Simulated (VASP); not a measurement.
# F (C2/m) in VASP: notebook, part 2 of 2

VASP 6.6.1. The steps go on from the part before.

### 3 Single point, PBEsol

This run uses another cell than the first one, of the same volume but with other edges.

Contents of INCAR:

```
  PREC = Accurate
  ENCUT = 520
  EDIFF = 1E-7
  ISMEAR = 0
  SIGMA = 0.05
  LREAL = False
  LASPH = True
  NELM = 80
  ALGO = Normal
  ISIF = 2
  LWAVE = False
  LCHARG = False
  GGA = PS
  NBANDS = 22
```

Contents of KPOINTS:

```
Automatic mesh
0
Gamma
  4 4 2
```

Contents of POSCAR:

```
F
1.0
    3.0851338263     -1.8905343276     -0.2379521357
    3.0851338263      1.8905343276     -0.2379521357
   -2.2846446566      0.0000000000      7.5565150844
F
4
Direct
    0.0848459664      0.0848459664      0.0940038325
    0.9151540336      0.9151540336      0.9059961675
    0.5015719855      0.5015719855      0.5937195244
    0.4984280145      0.4984280145      0.4062804756
```

Potentials or basis: VASP PAW PBE potentials, release 64 (F).

The run is started by

```sh
$ cat potpaw_PBE.64/F/POTCAR > POTCAR
$ mpirun -np 1 vasp_std > vasp.out
```

OUTCAR:

```text
PREC = Accurate
   ENCUT = 520
   EDIFF = 1E-7
   ISMEAR = 0
   LREAL = False
   LASPH = True
   NELM = 80
   ISIF = 2
   GGA = PS

 ion  position               nearest neighbor table
   1  0.085  0.085  0.094-   2 1.48
   2  0.915  0.915  0.906-   1 1.48
   3  0.502  0.502  0.594-   4 1.47
   4  0.498  0.498  0.406-   3 1.47

  LATTYP: Found a base centered monoclinic cell.
 ALAT       =     6.1885933604
 B/A-ratio  =     0.6109738409
 C/A-ratio  =     1.2756266745
 COS(beta)  =    -0.3621555463

  Lattice vectors:

 A1 = (   3.0851338263,  -1.8905343276,  -0.2379521357)
 A2 = (   3.0851338263,   1.8905343276,  -0.2379521357)
 A3 = (  -2.2846446566,   0.0000000000,   7.5565150844)

Analysis of symmetry for initial positions (statically):
=====================================================================
 Subroutine PRICEL returns:
 Original cell was already a primitive cell.

 Routine SETGRP: Setting up the symmetry group for a
 base centered monoclinic supercell.

 Subroutine GETGRP returns: Found  4 space group operations
 (whereof  4 operations were pure point group operations)
 out of a pool of  4 trial point group operations.

The static configuration has the point symmetry C_2h.

Analysis of symmetry for dynamics (positions and initial velocities):
=====================================================================
 Subroutine PRICEL returns:
 Original cell was already a primitive cell.

 Routine SETGRP: Setting up the symmetry group for a
 base centered monoclinic supercell.

 Subroutine GETGRP returns: Found  4 space group operations
 (whereof  4 operations were pure point group operations)
 out of a pool of  4 trial point group operations.

The dynamic configuration has the point symmetry C_2h.

[... 105 lines left out ...]
   EFERMI =   0.00;   METHOD = LEGACY
   ISMEAR =     0;   SIGMA  =   0.05  broadening in eV -4-tet -1-fermi 0-gaus
   EFERMI_NEDOS =   21; number of points for ismear=-14 and -15
   IALGO  =     38    algorithm
   IMIX   =      4    mixing-type and parameters
     AMIX     =   0.40;   BMIX     =  1.00
     AMIX_MAG =   1.60;   BMIX_MAG =  1.00
  volume/ion in A,a.u.               =      21.52       145.24
  Fermi-wavevector in a.u.,A,eV,Ry     =   1.125831  2.127512 17.245326  1.267496
  Thomas-Fermi vector in A             =   2.262510
   LORBIT       =      0    0 simple, 1 ext, 2 COOP (PROOUT), +10 PAW based schemes
   GGA     = PS    functional components
   LHFCALC =     F    Hartree Fock is set to
   AEXX    =    0.0000 exact exchange contribution
   IVDW    =     0    specifies the selected vdW correction
   LEPSILON=     F    determine dielectric tensor
   LRPA    =     F    only Hartree local field effects (RPA)
 non-spin polarized calculation
 Gauss-broadening in eV      SIGMA  =   0.05
  energy-cutoff  :      520.00
  volume of cell :       86.09
 maximum number of plane-waves:      2330
 NGX is ok and might be reduce to    28

 number of electron      27.9999985 magnetization

 Free energy of the ion-electron system (eV)
  ---------------------------------------------------
  ext. energy  EPLUGINS =         0.00000000
  ---------------------------------------------------
  free energy    TOTEN  =        -7.66756463 eV

  energy without entropy =       -7.66756463  energy(sigma->0) =       -7.66756463

 E-fermi :  -6.2385     XC(G=0):  -6.3414

 val. band max:       -6.4864859148   @ k =   0.5000   0.5000   0.0000
 cond. band min:      -4.2002619282   @ k =   0.0000   0.0000   0.0000
 fundamental gap:      2.2862239866
 Fermi energy:        -6.2384556915

 k-point     1 :       0.0000    0.0000    0.0000
  band No.  band energies     occupation
      1     -30.3699      2.00000
      2     -30.2071      2.00000
      3     -25.0630      2.00000
      4     -24.8688      2.00000
      5     -12.4709      2.00000
      6     -12.0069      2.00000
[... 339 lines left out ...]
     21       8.2868      0.00000
     22       8.3792      0.00000

------------------------ aborting loop because EDIFF is reached ----------------------------------------

  FORCE on cell =-STRESS in cart. coord.  units (eV):
  Direction    XX          YY          ZZ          XY          YZ          ZX
  --------------------------------------------------------------------------------------
  -------------------------------------------------------------------------------------
  Total       -0.9986578     -0.2862456     -5.2383619      0.0000000      0.0000000     -0.3592899
  in kB      -18.5850813     -5.3270472    -97.4862321      0.0000000      0.0000000     -6.6864077
  external PRESSURE =     -40.4661202 kB  Pullay stress =       0.0000000 kB

 VOLUME and BASIS-vectors are now :
 -----------------------------------------------------------------------------
  energy-cutoff  :      520.00
  volume of cell :       86.09
      direct lattice vectors                 reciprocal lattice vectors
     3.085133826 -1.890534328 -0.237952136     0.165937034 -0.264475494  0.050169576
     3.085133826  1.890534328 -0.237952136     0.165937034  0.264475494  0.050169576
    -2.284644657  0.000000000  7.556515084     0.010450604  0.000000000  0.135495781

 POSITION                                       TOTAL-FORCE (eV/Angst)
 -----------------------------------------------------------------------------------
      0.30876      0.00000      0.66996        -0.787921      0.000000     -1.689645
      3.57687      0.00000      6.41065         0.787921      0.000000      1.689645
      1.73840      0.00000      4.24775         0.528704      0.000000     -1.809002
      2.14723      0.00000      2.83286        -0.528704      0.000000      1.809002
 -----------------------------------------------------------------------------------
    total drift:                                0.000000      0.000000     -0.000000

  FREE ENERGIE OF THE ION-ELECTRON SYSTEM (eV)
  ---------------------------------------------------
  free  energy   TOTEN  =        -7.6675646263 eV

  energy  without entropy=       -7.6675646263  energy(sigma->0) =       -7.66756463
```

It took 17 s on 1 thread of AMD EPYC 9R14 (Zen 4), shared host; peak memory 0.16 GiB.

What came out:

| Item | Value |
| --- | --- |
| Free energy | -7.6676 eV |
| Pressure | -4.0 GPa |
| Largest force | 1.885 eV/Å |
| Band gap on the k mesh | 2.29 eV, indirect (least direct gap 2.33 eV) |

Forces on the atoms (eV/Å):
```
F   -0.788  0.000 -1.690
F    0.788  0.000  1.690
F    0.529  0.000 -1.809
F   -0.529  0.000  1.809
```

Levels at points of the mesh, in eV from the valence-band top:
| k point | band 12 | band 13 | band 14 | band 15 | band 16 | band 17 |
| --- | --- | --- | --- | --- | --- | --- |
| (0.00, 0.00, 0.00) | -0.15 | -0.06 | -0.05 | 2.29 | 2.92 | 8.73 |
| (0.50, 0.00, 0.00) | -0.22 | -0.19 | -0.10 | 2.61 | 2.71 | 12.38 |
| (0.50, 0.50, 0.00) | -0.24 | -0.14 | 0.00 | 2.57 | 2.72 | 12.93 |
| (0.00, 0.00, 0.50) | -0.15 | -0.09 | -0.05 | 2.55 | 2.65 | 9.47 |
| (0.50, 0.00, 0.50) | -0.24 | -0.14 | -0.04 | 2.47 | 2.83 | 12.27 |
| (0.50, 0.50, 0.50) | -0.18 | -0.16 | -0.07 | 2.61 | 2.71 | 12.60 |

Caveat: the k points lie up to 0.50 Å⁻¹ apart; the PAW data sets were made with another functional, which shifts forces and pressure a little. A k mesh can miss the band edges.

### 4 Single point, PBEsol

Contents of INCAR:

```
ALGO = Normal
EDIFF = 1E-6
ENCUT = 520
GGA = PS
ISIF = 2
ISMEAR = 0
LASPH = True
LCHARG = False
LREAL = False
LWAVE = False
NBANDS = 22
NELM = 80
PREC = Accurate
SIGMA = 0.05
```

Contents of KPOINTS:

```
k-points
0
Gamma
  4 4 2
```

Contents of POSCAR:

```
F
1.0
    3.2198550179     -1.8505610319     -0.2483429962
    3.2198550179      1.8505610319     -0.2483429962
   -2.4210850073      0.0000000000      7.4109900356
F
4
Direct
    0.0848459664      0.0848459664      0.0940038325
    0.9151540336      0.9151540336      0.9059961675
    0.5015719855      0.5015719855      0.5937195244
    0.4984280145      0.4984280145      0.4062804756
```

The run is started by

```sh
$ cat potpaw_PBE.64/F/POTCAR > POTCAR
$ mpirun -np 1 vasp_std > vasp.out
```

Run time: 14 s. Hardware: 1 thread of AMD EPYC 9R14 (Zen 4), shared host; peak memory 0.16 GiB.

The run converged. Its results:

- Free energy: -7.7324 eV
- Pressure: -3.1 GPa
- Largest force: 1.381 eV/Å
- Band gap on the k mesh: 2.49 eV, indirect (least direct gap 2.55 eV)

Forces on the atoms (eV/Å):
```
F   -0.602  0.000 -1.227
F    0.602  0.000  1.227
F    0.420  0.000 -1.315
F   -0.420  0.000  1.315
```

Stress tensor (GPa, compression positive):
```
-1.61  0.00 -0.46
 0.00 -0.52  0.00
-0.46  0.00 -7.07
```

Levels at points of the mesh, in eV from the valence-band top:
```
           k point  band 11  band 12  band 13  band 14  band 15  band 16  band 17  band 18
(0.00, 0.00, 0.00)    -0.27    -0.15    -0.09    -0.06     2.49     3.10     8.65    11.09
(0.50, 0.00, 0.00)    -0.30    -0.24    -0.22    -0.13     2.81     2.89    12.32    12.45
(0.50, 0.50, 0.00)    -0.27    -0.23    -0.14     0.00     2.77     2.89    12.71    12.77
(0.00, 0.00, 0.50)    -0.24    -0.15    -0.13    -0.06     2.75     2.83     9.43     9.45
(0.50, 0.00, 0.50)    -0.37    -0.26    -0.16    -0.05     2.68     3.01    12.22    12.99
(0.50, 0.50, 0.50)    -0.30    -0.19    -0.15    -0.07     2.80     2.89    12.26    12.35
```

Caveat: the k points lie up to 0.50 Å⁻¹ apart; the PAW data sets were made with another functional, which shifts forces and pressure a little.

### 5 The runs side by side

```csv
cell,gap on the mesh (eV),pressure (GPa),largest force (eV/Å)
"a = 3.773, b = 3.773, c = 7.751 Å, angles 110.1, 110.1, 58.1°, 4 atoms",2.59,-2.6,1.12
"a = 3.626, b = 3.626, c = 7.894 Å, angles 108.0, 108.0, 62.8°, 4 atoms",2.29,-4.0,1.88
"a = 3.722, b = 3.722, c = 7.796 Å, angles 109.4, 109.4, 59.6°, 4 atoms",2.49,-3.1,1.38
```

Alike in all rows: task single point; level PBEsol; potentials or basis VASP PAW PBE potentials, release 64 (F); no spin polarisation; k mesh 4 × 4 × 2; cutoff (eV) 520; smearing gaussian 0.05 eV.

Caveats: all runs use coarse meshes; the PAW data sets were made with another functional, which shifts forces and pressure a little.

Absolute energies hang on the potentials; compare differences alone.
